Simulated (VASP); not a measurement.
A run of VASP 6.6.1:

The input INCAR:

```
PREC = Accurate ; ENCUT = 1330
EDIFF = 1E-6 ; ISMEAR = 0
SIGMA = 0.15 ; LREAL = F
LASPH = T ; NELM = 120
ALGO = Normal ; ISIF = 2
LWAVE = F ; LCHARG = F
GGA = CA ; NBANDS = 16
GGA_COMPAT = F
```

KPOINTS

```
Automatic mesh
0
Gamma
  5 5 5
```

File POSCAR:

```
TaN
1.0
    2.9380000000      0.0000000000      0.0000000000
   -1.4690000000      2.5443826400      0.0000000000
    0.0000000000      0.0000000000      2.8830000000
Ta N
1 1
Direct
    0.3333333333      0.6666666667      0.5000000000
    0.0000000000      0.0000000000      0.0000000000
```

Potentials or basis: VASP PAW LDA potentials, release 64 (Ta_sv_GW, N_h).

Launch:

```bash
$ cat potpaw_LDA.64/Ta_sv_GW/POTCAR potpaw_LDA.64/N_h/POTCAR > POTCAR
$ mpirun -np 1 vasp_std > vasp.out
```

Hardware: 1 thread of Intel(R) Xeon(R) Platinum 8488C (Sapphire Rapids) (shared host).

Task: How long does it take, and how much memory?

Result: Run time: 17 s on 1 thread of Intel(R) Xeon(R) Platinum 8488C (Sapphire Rapids), with other jobs on the host, peak memory 0.21 GiB. Counts: scf iterations 13, k points 15.
